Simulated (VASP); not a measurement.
# Ta (I4/mmm) in VASP: notebook

Runs on Ta. Level: PBE. Tasks: single point.

Everything below comes from runs of VASP 6.6.1. Logs are shortened: lines on timing, memory, paths and dates and some standing lists are left out, and cuts for length are marked.

## (1) The cell of the first run

Symmetry: I4/mmm, No. 139, tetragonal system. The conventional cell has a = 3.303 Å, b = 3.303 Å, c = 3.369 Å, α = 90.00°, β = 90.00°, γ = 90.00°. Within 3.8 Å of Ta (site symmetry 4/mmm) lie 14 Ta at 2.88 to 3.37 Å.

## (2) Single point, PBE (zz strain of +2 %)

INCAR reads:

```
SYSTEM = Ta
PREC     = Accurate       ! precision mode
ENCUT    = 520            ! plane-wave cutoff, eV
EDIFF    = 1E-7           ! SCF threshold, eV
ISMEAR   = -1             ! smearing method
SIGMA    = 0.08           ! smearing width, eV
LREAL    = .FALSE.        ! projectors in reciprocal space
LASPH    = .TRUE.         ! aspherical terms in the spheres
NELM     = 80             ! most SCF steps
ALGO     = Normal         ! electronic algorithm
ISIF     = 2              ! what is computed and relaxed
LWAVE    = .FALSE.        ! write WAVECAR
LCHARG   = .TRUE.         ! write CHGCAR
GGA      = PE             ! functional
LELF     = .TRUE.         ! ELF
LVHAR    = .TRUE.       
NBANDS   = 12             ! bands
```

KPOINTS reads:

```
regular mesh
0
G
  17 17 17
  0 0 0
```

POSCAR reads:

```
Ta
1.0
   -1.6512800000      1.6512800000      1.6843056000
    1.6512800000     -1.6512800000      1.6843056000
    1.6512800000      1.6512800000     -1.6843056000
Ta
1
Direct
    0.0000000000      0.0000000000      0.0000000000
```

Potentials or basis: VASP PAW PBE potentials, release 64 (Ta_pv).

Run with:

```bash
cat potpaw_PBE.64/Ta_pv/POTCAR > POTCAR
mpirun -np 1 vasp_std > vasp.out
```

OUTCAR:

```text
SYSTEM = Ta
   PREC = Accurate
   ENCUT = 520
   EDIFF = 1E-7
   ISMEAR = -1
   LREAL = .FALSE.
   LASPH = .TRUE.
   NELM = 80
   ISIF = 2
   GGA = PE

 ion  position               nearest neighbor table
   1  0.000  0.000  0.000-

  LATTYP: Found a body centered tetragonal cell.
 ALAT       =     3.3025600000
 C/A-ratio  =     1.0200000000

  Lattice vectors:

 A1 = (  -1.6512800000,   1.6512800000,   1.6843056000)
 A2 = (   1.6512800000,  -1.6512800000,   1.6843056000)
 A3 = (   1.6512800000,   1.6512800000,  -1.6843056000)

Analysis of symmetry for initial positions (statically):
=====================================================================
 Subroutine PRICEL returns:
 Original cell was already a primitive cell.

 Routine SETGRP: Setting up the symmetry group for a
 body centered tetragonal supercell.

 Subroutine GETGRP returns: Found 16 space group operations
 (whereof 16 operations were pure point group operations)
 out of a pool of 16 trial point group operations.

The static configuration has the point symmetry D_4h.

Analysis of symmetry for dynamics (positions and initial velocities):
=====================================================================
 Subroutine PRICEL returns:
 Original cell was already a primitive cell.

 Routine SETGRP: Setting up the symmetry group for a
 body centered tetragonal supercell.

 Subroutine GETGRP returns: Found 16 space group operations
 (whereof 16 operations were pure point group operations)
 out of a pool of 16 trial point group operations.

The dynamic configuration has the point symmetry D_4h.

 Subroutine INISYM returns: Found 16 space group operations
 (whereof 16 operations are pure point group operations),
 and found     1 'primitive' translations

----------------------------------------------------------------------------------------

                                     Primitive cell

  volume of cell :      18.3706

  direct lattice vectors                    reciprocal lattice vectors
    -1.651280000  1.651280000  1.684305600     0.000000000  0.302795407  0.296858242
     1.651280000 -1.651280000  1.684305600     0.302795407  0.000000000  0.296858242
     1.651280000  1.651280000 -1.684305600     0.302795407  0.302795407  0.000000000

  length of vectors
     2.879294468  2.879294468  2.879294468     0.424039945  0.424039945  0.428217371

  position of ions in fractional coordinates (direct lattice)
     0.000000000  0.000000000  0.000000000

  ion indices of the primitive-cell ions
   primitive index   ion index
                 1           1

----------------------------------------------------------------------------------------

 KPOINTS: regular mesh

Automatic generation of k-mesh.
 Grid dimensions read from file:
 generate k-points for:   17   17   17

 Generating k-lattice:

  Cartesian coordinates                     Fractional coordinates (reciprocal lattice)
     0.000000000  0.017811495  0.017462250     0.058823529  0.000000000 -0.000000000
     0.017811495  0.000000000  0.017462250     0.000000000  0.058823529 -0.000000000
     0.017811495  0.017811495  0.000000000     0.000000000  0.000000000  0.058823529

  Length of vectors
     0.024943526  0.024943526  0.025189257

  Shift w.r.t. Gamma in fractional coordinates (k-lattice)
     0.000000000  0.000000000  0.000000000

 Subroutine IBZKPT returns following result:
 ===========================================

 Found    405 irreducible k-points:

 Following reciprocal coordinates:
            Coordinates               Weight
  0.000000  0.000000  0.000000      1.000000
  0.058824  0.000000 -0.000000      8.000000
  0.117647  0.000000 -0.000000      8.000000
  0.176471  0.000000 -0.000000      8.000000
  0.235294  0.000000 -0.000000      8.000000
  0.294118  0.000000 -0.000000      8.000000
[... 16 lines left out ...]
 -0.176471  0.058824  0.000000     16.000000
 -0.117647  0.058824  0.000000     16.000000
 [... further k-points ...]
   k-points           NKPTS =    405   k-points in BZ     NKDIM =    405   number of bands    NBANDS=     12
   number of dos      NEDOS =    301   number of ions     NIONS =      1
   total plane-waves  NPLWV =  13824
   dimension x,y,z NGX =    24 NGY =   24 NGZ =   24
   dimension x,y,z NGXF=    48 NGYF=   48 NGZF=   48
   ions per type =               1
   NGX,Y,Z   is equivalent  to a cutoff of  13.86, 13.86, 13.86 a.u.
   NGXF,Y,Z  is equivalent  to a cutoff of  27.71, 27.71, 27.71 a.u.
 SYSTEM =  Ta
   PREC   = accura    normal or accurate (medium, high low for compatibility)
   ISTART =      0    job   : 0-new  1-cont  2-samecut
   ICHARG =      2    charge: 1-file 2-atom 10-const
   ISPIN  =      1    spin polarized calculation?
   LNONCOLLINEAR =      F non collinear calculations
   LSORBIT =      F    spin-orbit coupling
   LASPH  =      T    aspherical Exc in radial PAW
   ENCUT  =  520.0 eV  38.22 Ry    6.18 a.u.   5.35  5.35  5.35*2*pi/ulx,y,z
   NELM   =     80;   NELMIN=  2; NELMDL= -5     # of ELM steps
   EDIFF  = 0.1E-06   stopping-criterion for ELM
   LREAL  =      F    real-space projection
   EDIFFG = 0.1E-05   stopping-criterion for IOM
   NSW    =      0    number of steps for IOM
   IBRION =     -1    ionic relax: 0-MD 1-quasi-New 2-CG
   NFREE  =      0    steps in history (QN), initial steepest desc. (CG)
   ISIF   =      2    stress and relaxation
   ISYM   =      2    0-nonsym 1-usesym 2-fastsym
   POTIM  = 0.5000    time-step for ionic-motion
   TEBEG  =    0.0;   TEEND  =   0.0 temperature during run
   PSTRESS=    0.0 pullay stress
   NELECT =      11.0000    total number of electrons
   NUPDOWN=      -1.0000    fix difference up-down
   EMIN   =  10.00;   EMAX   =-10.00  energy-range for DOS
   EFERMI =   0.00;   METHOD = LEGACY
   ISMEAR =    -1;   SIGMA  =   0.08  broadening in eV -4-tet -1-fermi 0-gaus
   EFERMI_NEDOS =   21; number of points for ismear=-14 and -15
   IALGO  =     38    algorithm
   IMIX   =      4    mixing-type and parameters
     AMIX     =   0.40;   BMIX     =  1.00
     AMIX_MAG =   1.60;   BMIX_MAG =  1.00
  volume/ion in A,a.u.               =      18.37       123.97
  Fermi-wavevector in a.u.,A,eV,Ry     =   1.379849  2.607537 25.905271  1.903984
  Thomas-Fermi vector in A             =   2.504781
   LORBIT       =      0    0 simple, 1 ext, 2 COOP (PROOUT), +10 PAW based schemes
   GGA     = PE    functional components
   LHFCALC =     F    Hartree Fock is set to
   AEXX    =    0.0000 exact exchange contribution
   IVDW    =     0    specifies the selected vdW correction
   LEPSILON=     F    determine dielectric tensor
   LRPA    =     F    only Hartree local field effects (RPA)
 non-spin polarized calculation
  energy-cutoff  :      520.00
  volume of cell :       18.37
 maximum number of plane-waves:       507
 NGX is ok and might be reduce to    24
   NGX = 11   NGY = 11   NGZ = 11

 number of electron      11.0000000 magnetization

 Free energy of the ion-electron system (eV)
  ---------------------------------------------------
  ext. energy  EPLUGINS =         0.00000000
  ---------------------------------------------------
  free energy    TOTEN  =       -11.82575690 eV

  energy without entropy =      -11.79772903  energy(sigma->0) =      -11.81174297

 E-fermi :   5.3374     XC(G=0): -12.5174

 val. band max:        5.3357206340   @ k =   0.4706   0.1765  -0.0000
 cond. band min:       5.3410724258   @ k =  -0.1765   0.4118   0.1765
 fundamental gap:      0.0053517919
 Fermi energy:         5.3373527380

 k-point     1 :       0.0000    0.0000    0.0000
  band No.  band energies     occupation
      1     -27.8241      2.00000
      2     -27.8206      2.00000
      3     -27.8206      2.00000
      4      -2.5125      2.00000
      5       5.9852      0.00061
      6       5.9852      0.00061
      7       6.2269      0.00003
      8       9.0956      0.00000
      9       9.4270      0.00000
     10      19.9747      0.00000
     11      20.0150      0.00000
     12      20.3671      0.00000

 k-point     2 :       0.0588    0.0000   -0.0000
  band No.  band energies     occupation
      1     -27.8627      2.00000
      2     -27.8328      2.00000
      3     -27.8223      2.00000
      4      -2.3622      2.00000
      5       5.9602      0.00083
      6       5.9637      0.00080
      7       6.2991      0.00001
      8       8.9702      0.00000
      9       9.3908      0.00000
     10      19.9574      0.00000
     11      20.2464      0.00000
     12      20.6297      0.00000

 k-point     3 :       0.1176    0.0000   -0.0000
  band No.  band energies     occupation
      1     -27.9768      2.00000
      2     -27.8676      2.00000
      3     -27.8225      2.00000
      4      -1.9282      2.00000
      5       5.7367      0.01349
      6       5.8488      0.00334
      7       6.6988      0.00000
      8       8.6805      0.00000
      9       9.3600      0.00000
     10      19.9570      0.00000
     11      20.6384      0.00000
     12      21.3894      0.00000
[... 286 lines left out ...]
 k-point    23 :      -0.1765    0.0588    0.0000
  band No.  band energies     occupation
      1     -28.0817      2.00000
      2     -27.8878      2.00000
      3     -27.8374      2.00000
      4      -1.5087      2.00000
      5       5.5302      0.16474
      6       5.6602      0.03473
      7       7.1236      0.00000
      8       8.5347      0.00000
      9       9.3706      0.00000
     10      19.9566      0.00000
     11      20.9575      0.00000
     12      21.9934      0.00000

 k-point    24 :      -0.1176    0.0588    0.0000
  band No.  band energies     occupation
      1     -27.9407      2.00000
      2     -27.8478      2.00000
      3     -27.8321      2.00000
      4      -2.0636      2.00000
      5       5.7618      0.00988
      6       5.9610      0.00082
      7       6.5172      0.00000
      8       8.8638      0.00000
      9       9.2733      0.00000
     10      19.9571      0.00000
     11      20.5805      0.00000
     12      21.0636      0.00000

 [... further k-points ...]
[... 5 lines left out ...]
  --------------------------------------------------------------------------------------
  -------------------------------------------------------------------------------------
  Total       -0.0073589     -0.0073589     -0.2272943      0.0000000     -0.0000000      0.0000000
  in kB       -0.6417979     -0.6417979    -19.8233354      0.0000000     -0.0000000      0.0000000
  external PRESSURE =      -7.0356437 kB  Pullay stress =       0.0000000 kB

 VOLUME and BASIS-vectors are now :
 -----------------------------------------------------------------------------
  energy-cutoff  :      520.00
  volume of cell :       18.37
      direct lattice vectors                 reciprocal lattice vectors
    -1.651280000  1.651280000  1.684305600     0.000000000  0.302795407  0.296858242
     1.651280000 -1.651280000  1.684305600     0.302795407  0.000000000  0.296858242
     1.651280000  1.651280000 -1.684305600     0.302795407  0.302795407  0.000000000

 POSITION                                       TOTAL-FORCE (eV/Angst)
 -----------------------------------------------------------------------------------
      0.00000      0.00000      0.00000        -0.000000      0.000000     -0.000000
 -----------------------------------------------------------------------------------
    total drift:                                0.000000      0.000000     -0.000000

  FREE ENERGIE OF THE ION-ELECTRON SYSTEM (eV)
  ---------------------------------------------------
  free  energy   TOTEN  =       -11.8257569026 eV

  energy  without entropy=      -11.7977290284  energy(sigma->0) =      -11.81174297
```

Run time: 58 s. Hardware: 1 thread of AMD EPYC 7R43 (Zen 3), shared host; peak memory 0.18 GiB.

Results:

* Free energy: -11.8258 eV
* Pressure: -0.7 GPa

Levels at points of the mesh, in eV from the Fermi level:
```tsv
k point	band 2	band 3	band 4	band 5	band 6	band 7	band 8	band 9	band 10	band 11
(0.00, 0.00, 0.00)	-33.16	-33.16	-7.85	0.65	0.65	0.89	3.76	4.09	14.64	14.68
```

Caveat: the cell differs from its parent crystal (zz strain of +2 %); spin-orbit coupling is left out, which moves the levels of the heavy elements.

## (3) Single point, PBE (zz strain of -2 %)

INCAR reads:

```
SYSTEM = Ta
PREC = Accurate
ENCUT = 520
EDIFF = 1E-6
ISMEAR = -1
SIGMA = 0.08
LREAL = .False.
LASPH = .True.
NELM = 60
ALGO = Normal
ISIF = 2
LWAVE = .False.
LCHARG = .True.
GGA = PE
LELF = .True.
LVHAR = .True.
NBANDS = 12
```

KPOINTS reads:

```
Automatic mesh
0
Gamma
  17 17 17
  0 0 0
```

POSCAR reads:

```
Ta
1.0
   -1.6512800000      1.6512800000      1.6182544000
    1.6512800000     -1.6512800000      1.6182544000
    1.6512800000      1.6512800000     -1.6182544000
Ta
1
Direct
    0.0000000000      0.0000000000      0.0000000000
```

Potentials or basis: VASP PAW PBE potentials, release 64 (Ta_pv).

Run with:

```bash
cat potpaw_PBE.64/Ta_pv/POTCAR > POTCAR
mpirun -np 1 vasp_std > vasp.out
```

Wall time 94 s (1 thread of AMD EPYC 7R43 (Zen 3), shared host); peak memory 0.17 GiB.

It converged, with:

| Item | Value |
| --- | --- |
| Free energy | -11.8104 eV |
| Pressure | 7.7 GPa |

Stress tensor (GPa, compression positive):
```
6.92 0.00 0.00
0.00 6.92 0.00
0.00 0.00 9.19
```

Levels at points of the mesh, in eV from the Fermi level:
```
           k point  band 2  band 3  band 4  band 5  band 6  band 7  band 8  band 9  band 10  band 11
(0.00, 0.00, 0.00)  -32.99  -32.99   -8.00    0.56    0.83    0.83    3.89    4.26    14.77    14.98
```

Caveat: the cell differs from its parent crystal (zz strain of -2 %); spin-orbit coupling is left out, which moves the levels of the heavy elements.

## (4) Single point, PBE (equal xx and yy strain of -1 %)

INCAR reads:

```
PREC     = Accurate       # precision mode
ENCUT    = 520            # plane-wave cutoff, eV
EDIFF    = 1E-6           # SCF threshold, eV
ISMEAR   = -1             # smearing method
SIGMA    = 0.08           # smearing width, eV
LREAL    = F              # projectors in reciprocal space
LASPH    = T              # aspherical terms in the spheres
NELM     = 60             # most SCF steps
ALGO     = Normal         # electronic algorithm
ISIF     = 2              # what is computed and relaxed
LWAVE    = F              # write WAVECAR
LCHARG   = F              # write CHGCAR
GGA      = PE             # functional
NBANDS   = 12             # bands
```

KPOINTS reads:

```
Automatic mesh
0
Gamma
  17 17 17
```

POSCAR reads:

```
Ta
1.0
   -1.6347672000      1.6347672000      1.6512800000
    1.6347672000     -1.6347672000      1.6512800000
    1.6347672000      1.6347672000     -1.6512800000
Ta
1
Direct
    0.0000000000      0.0000000000      0.0000000000
```

Run with:

```bash
cat potpaw_PBE.64/Ta_pv/POTCAR > POTCAR
mpirun -np 1 vasp_std > vasp.out
```

It took 97 s on 1 thread of AMD EPYC 7R43 (Zen 3), shared host; peak memory 0.17 GiB.

Results (log left out):

```yaml
Free_energy: -11.8117 eV
Pressure: 7.6 GPa
```

Stress tensor (GPa, compression positive):
```
8.00 0.00 0.00
0.00 8.00 0.00
0.00 0.00 6.86
```

Levels at points of the mesh, in eV from the Fermi level:
```
           k point  band 2  band 3  band 4  band 5  band 6  band 7  band 8  band 9  band 10  band 11
(0.00, 0.00, 0.00)  -32.99  -32.99   -7.99    0.69    0.69    0.82    3.99    4.17    14.77    14.98
```

Caveat: the cell differs from its parent crystal (equal xx and yy strain of -1 %); spin-orbit coupling is left out, which moves the levels of the heavy elements.

## (5) Single point, PBE (zz strain of +1 %)

INCAR reads:

```
SYSTEM = Ta
PREC = Accurate ; ENCUT = 520
EDIFF = 1E-6 ; ISMEAR = -1
SIGMA = 0.08 ; LREAL = .FALSE.
LASPH = .TRUE. ; NELM = 100
ALGO = Normal ; ISIF = 2
LWAVE = .FALSE. ; LCHARG = .TRUE.
GGA = PE ; LELF = .TRUE.
LVHAR = .TRUE. ; NBANDS = 12
```

KPOINTS reads:

```
regular mesh
0
G
  17 17 17
  0 0 0
```

POSCAR reads:

```
Ta
1.0
   -1.6512800000      1.6512800000      1.6677928000
    1.6512800000     -1.6512800000      1.6677928000
    1.6512800000      1.6512800000     -1.6677928000
Ta
1
Direct
    0.0000000000      0.0000000000      0.0000000000
```

Run with:

```bash
cat potpaw_PBE.64/Ta_pv/POTCAR > POTCAR
mpirun -np 1 vasp_std > vasp.out
```

Run time: 1.7 min. Hardware: 1 thread of AMD EPYC 7R43 (Zen 3), shared host; peak memory 0.18 GiB.

It converged, with:

| Quantity | Value |
| --- | --- |
| Free energy | -11.8265 eV |
| Pressure | 1.2 GPa |

Stress tensor (GPa, compression positive):
```
1.54 0.00 0.00
0.00 1.54 0.00
0.00 0.00 0.55
```

Levels at points of the mesh, in eV from the Fermi level:
| k point | band 2 | band 3 | band 4 | band 5 | band 6 | band 7 | band 8 | band 9 | band 10 | band 11 |
| --- | --- | --- | --- | --- | --- | --- | --- | --- | --- | --- |
| (0.00, 0.00, 0.00) | -33.12 | -33.12 | -7.89 | 0.69 | 0.69 | 0.81 | 3.88 | 4.05 | 14.84 | 15.02 |

Caveat: the cell differs from its parent crystal (zz strain of +1 %); spin-orbit coupling is left out, which moves the levels of the heavy elements.

(Continued in part 2 of 2.)
